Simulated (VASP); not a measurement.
# AlCo (P4/mmm) in VASP: single point with PBE

Aim: the single point of AlCo with PBE.

All numbers are computed with VASP 6.6.1; they aren't measurements. Logs are shortened: lines on timing, memory, paths and dates and some standing lists are left out, and cuts for length are marked.

### Step 1. The cell of the first run

It takes space group P4/mmm (No. 123, tetragonal). Conventional cell: a = 2.852 Å, b = 2.852 Å, c = 2.567 Å, α = 90.00°, β = 90.00°, γ = 90.00°. Within 3.2 Å of Al (site symmetry 4/mmm) lie 8 Co at 2.39 Å and 6 Al at 2.57 to 2.85 Å. Co (site symmetry 4/mmm) has 8 Al at 2.39 Å and 6 Co at 2.57 to 2.85 Å within 3.2 Å.

### Step 2. Single point, PBE (strain -0.1000 x Voigt [1, 0, 0, 0, 0, 0])

INCAR reads:

```
  PREC = Accurate
  ENCUT = 520
  EDIFF = 1E-6
  ISMEAR = 0
  SIGMA = 0.15
  LREAL = False
  LASPH = True
  NELM = 60
  ALGO = Fast
  ISIF = 2
  LWAVE = False
  LCHARG = False
  GGA = PE
  NBANDS = 13
```

KPOINTS reads:

```
Automatic mesh
0
Gamma
  22 22 22
```

POSCAR reads:

```
AlCo
1.0
    2.5667121685      0.0000000000      0.0000000000
    0.0000000000      2.8519024094      0.0000000000
    0.0000000000      0.0000000000      2.8519024094
Al Co
1 1
Direct
    0.0000000000      0.0000000000      0.0000000000
    0.5000000000      0.5000000000      0.5000000000
```

Potentials or basis: VASP PAW PBE potentials, release 64 (Al, Co).

Launch:

```
> cat potpaw_PBE.64/Al/POTCAR potpaw_PBE.64/Co/POTCAR > POTCAR
> mpirun -np 1 vasp_std > vasp.out
```

OUTCAR:

```text
PREC = Accurate
   ENCUT = 520
   EDIFF = 1E-6
   ISMEAR = 0
   LREAL = False
   LASPH = True
   NELM = 60
   ISIF = 2
   GGA = PE

 ion  position               nearest neighbor table
   1  0.000  0.000  0.000-   2 2.39   2 2.39   2 2.39   2 2.39   2 2.39   2 2.39   2 2.39   2 2.39

   2  0.500  0.500  0.500-   1 2.39   1 2.39   1 2.39   1 2.39   1 2.39   1 2.39   1 2.39   1 2.39

  LATTYP: Found a simple tetragonal cell.
 ALAT       =     2.8519024094
 C/A-ratio  =     0.9000000000

  Lattice vectors:

 A1 = (   0.0000000000,   2.8519024094,   0.0000000000)
 A2 = (   0.0000000000,   0.0000000000,   2.8519024094)
 A3 = (   2.5667121685,   0.0000000000,   0.0000000000)

Analysis of symmetry for initial positions (statically):
=====================================================================
 Subroutine PRICEL returns:
 Original cell was already a primitive cell.

 Routine SETGRP: Setting up the symmetry group for a
 simple tetragonal supercell.

 Subroutine GETGRP returns: Found 16 space group operations
 (whereof 16 operations were pure point group operations)
 out of a pool of 16 trial point group operations.

The static configuration has the point symmetry D_4h.

Analysis of symmetry for dynamics (positions and initial velocities):
=====================================================================
 Subroutine PRICEL returns:
 Original cell was already a primitive cell.

 Routine SETGRP: Setting up the symmetry group for a
 simple tetragonal supercell.

 Subroutine GETGRP returns: Found 16 space group operations
 (whereof 16 operations were pure point group operations)
 out of a pool of 16 trial point group operations.

The dynamic configuration has the point symmetry D_4h.

 Subroutine INISYM returns: Found 16 space group operations
 (whereof 16 operations are pure point group operations),
 and found     1 'primitive' translations

----------------------------------------------------------------------------------------

                                     Primitive cell

  volume of cell :      20.8760

  direct lattice vectors                    reciprocal lattice vectors
     2.566712169  0.000000000  0.000000000     0.389603483  0.000000000  0.000000000
     0.000000000  2.851902409  0.000000000     0.000000000  0.350643134  0.000000000
     0.000000000  0.000000000  2.851902409     0.000000000  0.000000000  0.350643134

  length of vectors
     2.566712169  2.851902409  2.851902409     0.389603483  0.350643134  0.350643134

  position of ions in fractional coordinates (direct lattice)
     0.000000000  0.000000000  0.000000000
     0.500000000  0.500000000  0.500000000

  ion indices of the primitive-cell ions
   primitive index   ion index
                 1           1
                 2           2

----------------------------------------------------------------------------------------

 KPOINTS: Automatic mesh

Automatic generation of k-mesh.
 Grid dimensions read from file:
 generate k-points for:   22   22   22

 Generating k-lattice:

  Cartesian coordinates                     Fractional coordinates (reciprocal lattice)
     0.017709249  0.000000000  0.000000000     0.045454545  0.000000000  0.000000000
     0.000000000  0.015938324  0.000000000     0.000000000  0.045454545  0.000000000
     0.000000000  0.000000000  0.015938324     0.000000000  0.000000000  0.045454545

  Length of vectors
     0.017709249  0.015938324  0.015938324

  Shift w.r.t. Gamma in fractional coordinates (k-lattice)
     0.000000000  0.000000000  0.000000000

 Subroutine IBZKPT returns following result:
 ===========================================

 Found    936 irreducible k-points:

 Following reciprocal coordinates:
            Coordinates               Weight
  0.000000  0.000000  0.000000      1.000000
  0.045455  0.000000  0.000000      2.000000
  0.090909  0.000000  0.000000      2.000000
  0.136364  0.000000  0.000000      2.000000
  0.181818  0.000000  0.000000      2.000000
  0.227273  0.000000  0.000000      2.000000
[... 16 lines left out ...]
  0.454545  0.045455  0.000000      8.000000
  0.500000  0.045455  0.000000      4.000000
 [... further k-points ...]
   k-points           NKPTS =    936   k-points in BZ     NKDIM =    936   number of bands    NBANDS=     13
   number of dos      NEDOS =    301   number of ions     NIONS =      2
   total plane-waves  NPLWV =  11520
   dimension x,y,z NGX =    20 NGY =   24 NGZ =   24
   dimension x,y,z NGXF=    40 NGYF=   48 NGZF=   48
   ions per type =               1   1
   NGX,Y,Z   is equivalent  to a cutoff of  12.95, 13.99, 13.99 a.u.
   NGXF,Y,Z  is equivalent  to a cutoff of  25.91, 27.98, 27.98 a.u.
 SYSTEM =  unknown system
   PREC   = accura    normal or accurate (medium, high low for compatibility)
   ISTART =      0    job   : 0-new  1-cont  2-samecut
   ICHARG =      2    charge: 1-file 2-atom 10-const
   ISPIN  =      1    spin polarized calculation?
   LNONCOLLINEAR =      F non collinear calculations
   LSORBIT =      F    spin-orbit coupling
   LASPH  =      T    aspherical Exc in radial PAW
   ENCUT  =  520.0 eV  38.22 Ry    6.18 a.u.   4.77  5.30  5.30*2*pi/ulx,y,z
   NELM   =     60;   NELMIN=  2; NELMDL= -5     # of ELM steps
   EDIFF  = 0.1E-05   stopping-criterion for ELM
   LREAL  =      F    real-space projection
   EDIFFG = 0.1E-04   stopping-criterion for IOM
   NSW    =      0    number of steps for IOM
   IBRION =     -1    ionic relax: 0-MD 1-quasi-New 2-CG
   NFREE  =      0    steps in history (QN), initial steepest desc. (CG)
   ISIF   =      2    stress and relaxation
   ISYM   =      2    0-nonsym 1-usesym 2-fastsym
   POTIM  = 0.5000    time-step for ionic-motion
   TEBEG  =    0.0;   TEEND  =   0.0 temperature during run
   PSTRESS=    0.0 pullay stress
   NELECT =      12.0000    total number of electrons
   NUPDOWN=      -1.0000    fix difference up-down
   EMIN   =  10.00;   EMAX   =-10.00  energy-range for DOS
   EFERMI =   0.00;   METHOD = LEGACY
   ISMEAR =     0;   SIGMA  =   0.15  broadening in eV -4-tet -1-fermi 0-gaus
   EFERMI_NEDOS =   21; number of points for ismear=-14 and -15
   IALGO  =     68    algorithm
   IMIX   =      4    mixing-type and parameters
     AMIX     =   0.40;   BMIX     =  1.00
     AMIX_MAG =   1.60;   BMIX_MAG =  1.00
  volume/ion in A,a.u.               =      10.44        70.44
  Fermi-wavevector in a.u.,A,eV,Ry     =   1.361193  2.572282 25.209510  1.852847
  Thomas-Fermi vector in A             =   2.487790
   LORBIT       =      0    0 simple, 1 ext, 2 COOP (PROOUT), +10 PAW based schemes
   GGA     = PE    functional components
   LHFCALC =     F    Hartree Fock is set to
   AEXX    =    0.0000 exact exchange contribution
   IVDW    =     0    specifies the selected vdW correction
   LEPSILON=     F    determine dielectric tensor
   LRPA    =     F    only Hartree local field effects (RPA)
 non-spin polarized calculation
 RMM-DIIS sequential band-by-band and
 Gauss-broadening in eV      SIGMA  =   0.15
  energy-cutoff  :      520.00
  volume of cell :       20.88
 maximum number of plane-waves:       578
 NGX is ok and might be reduce to    20
   NGX =  9   NGY = 11   NGZ = 11

 number of electron      11.9999999 magnetization

 Free energy of the ion-electron system (eV)
  ---------------------------------------------------
  ext. energy  EPLUGINS =         0.00000000
  ---------------------------------------------------
  free energy    TOTEN  =       -11.70285359 eV

  energy without entropy =      -11.69006226  energy(sigma->0) =      -11.69645792

 E-fermi :  11.9182     XC(G=0): -12.7760

 val. band max:       11.9165528658   @ k =   0.0455   0.5000   0.1818
 cond. band min:      11.9186765661   @ k =   0.5000   0.4545   0.0455
 fundamental gap:      0.0021237003
 Fermi energy:        11.9181762700

 k-point     1 :       0.0000    0.0000    0.0000
  band No.  band energies     occupation
      1       0.2229      2.00000
      2       8.4680      2.00000
      3       8.6766      2.00000
      4      10.7762      2.00000
      5      11.2931      2.00000
      6      11.2931      2.00000
      7      17.1947      0.00000
      8      17.1947      0.00000
      9      20.7992      0.00000
     10      21.1704      0.00000
     11      21.5120      0.00000
     12      29.7105      0.00000
     13      33.3108      0.00000

 k-point     2 :       0.0455    0.0000    0.0000
  band No.  band energies     occupation
      1       0.2713      2.00000
      2       8.4854      2.00000
      3       8.6891      2.00000
      4      10.7808      2.00000
      5      11.2532      2.00000
      6      11.2532      2.00000
      7      17.2679      0.00000
      8      17.2679      0.00000
      9      20.2069      0.00000
     10      20.7971      0.00000
     11      22.3180      0.00000
     12      29.9765      0.00000
     13      33.3126      0.00000

 k-point     3 :       0.0909    0.0000    0.0000
  band No.  band energies     occupation
      1       0.4159      2.00000
      2       8.5365      2.00000
      3       8.7219      2.00000
      4      10.7946      2.00000
      5      11.1408      2.00000
      6      11.1408      2.00000
      7      17.4805      0.00000
      8      17.4805      0.00000
      9      19.0028      0.00000
     10      20.7909      0.00000
     11      23.0882      0.00000
     12      30.7363      0.00000
     13      33.3412      0.00000
[... 305 lines left out ...]
 k-point    23 :       0.4545    0.0455    0.0000
  band No.  band energies     occupation
      1       4.6421      2.00000
      2       6.3787      2.00000
      3       9.4154      2.00000
      4       9.8518      2.00000
      5       9.8598      2.00000
      6      10.9883      2.00000
      7      13.0682      0.00000
      8      20.4814      0.00000
      9      21.7610      0.00000
     10      22.0136      0.00000
     11      24.8567      0.00000
     12      24.9733      0.00000
     13      27.9679      0.00000

 k-point    24 :       0.5000    0.0455    0.0000
  band No.  band energies     occupation
      1       5.1820      2.00000
      2       5.8362      2.00000
      3       9.4395      2.00000
      4       9.8274      2.00000
      5       9.8366      2.00000
      6      10.9933      2.00000
      7      13.0319      0.00000
      8      20.5315      0.00000
      9      21.9300      0.00000
     10      22.3056      0.00000
     11      24.5843      0.00000
     12      24.6268      0.00000
     13      28.6780      0.00000

 [... further k-points ...]

------------------------ aborting loop because EDIFF is reached ----------------------------------------

  FORCE on cell =-STRESS in cart. coord.  units (eV):
  Direction    XX          YY          ZZ          XY          YZ          ZX
  --------------------------------------------------------------------------------------
  -------------------------------------------------------------------------------------
  Total        6.0162224      1.9385238      1.9385238      0.0000000      0.0000000     -0.0000000
  in kB      461.7298732    148.7768071    148.7768071      0.0000000      0.0000000     -0.0000000
  external PRESSURE =     253.0944958 kB  Pullay stress =       0.0000000 kB

 VOLUME and BASIS-vectors are now :
 -----------------------------------------------------------------------------
  energy-cutoff  :      520.00
  volume of cell :       20.88
      direct lattice vectors                 reciprocal lattice vectors
     2.566712169  0.000000000  0.000000000     0.389603483  0.000000000  0.000000000
     0.000000000  2.851902409  0.000000000     0.000000000  0.350643134  0.000000000
     0.000000000  0.000000000  2.851902409     0.000000000  0.000000000  0.350643134

 POSITION                                       TOTAL-FORCE (eV/Angst)
 -----------------------------------------------------------------------------------
      0.00000      0.00000      0.00000         0.000000      0.000000      0.000000
      1.28336      1.42595      1.42595         0.000000      0.000000      0.000000
 -----------------------------------------------------------------------------------
    total drift:                               -0.000000      0.000000      0.000000

  FREE ENERGIE OF THE ION-ELECTRON SYSTEM (eV)
  ---------------------------------------------------
  free  energy   TOTEN  =       -11.7028535851 eV

  energy  without entropy=      -11.6900622597  energy(sigma->0) =      -11.69645792
```

It took 2.6 min on 1 thread of AMD EPYC 9R45 (Zen 5), shared host; peak memory 0.34 GiB.

What came out:

- Free energy: -11.7029 eV
- Pressure: 25.3 GPa
- Band gap on the k mesh: zero (bands 6 and 7 overlap by 2.79 eV)

Stress tensor (GPa, compression positive):
```
46.17  0.00  0.00
 0.00 14.88  0.00
 0.00  0.00 14.88
```

Caveat: the cell differs from its parent crystal (strain -0.1000 x Voigt [1, 0, 0, 0, 0, 0]); the stress differs along the axes, from 15 to 46 GPa; the run has no spin polarisation, though such a crystal can be magnetic. Spin polarisation is off, so any magnetic state and its effect on volume and gap are missing.
